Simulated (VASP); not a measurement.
Here is a VASP 6.6.1 calculation.

Contents of INCAR:

```
SYSTEM = NaCl
ALGO = Normal ; EDIFF = 1E-6
ENCUT = 520 ; GGA = PE
ISIF = 2 ; ISMEAR = -1
LASPH = .TRUE. ; LCHARG = .FALSE.
LREAL = .FALSE. ; LWAVE = .FALSE.
NBANDS = 14 ; NELM = 80
PREC = Accurate ; SIGMA = 0.05
```

File KPOINTS:

```
k-points
0
G
  8 8 8
  0 0 0
```

The input POSCAR:

```
NaCl
1.0
    0.0000000000      2.7753105505      2.7753105505
    2.7753105505      0.0000000000      2.7753105505
    2.7753105505      2.7753105505      0.0000000000
Cl Na
1 1
Direct
    0.5000000000      0.5000000000      0.5000000000
    0.0000000000      0.0000000000      0.0000000000
```

Potentials or basis: VASP PAW PBE potentials, release 64 (Cl, Na_pv).

Run with:

```console
$ cat potpaw_PBE.64/Cl/POTCAR potpaw_PBE.64/Na_pv/POTCAR > POTCAR
$ mpirun -np 1 vasp_std > vasp.out
```

Estimate the band gap on the k mesh.

5.30 eV, direct.

Estimate the pressure.

2.2 GPa.
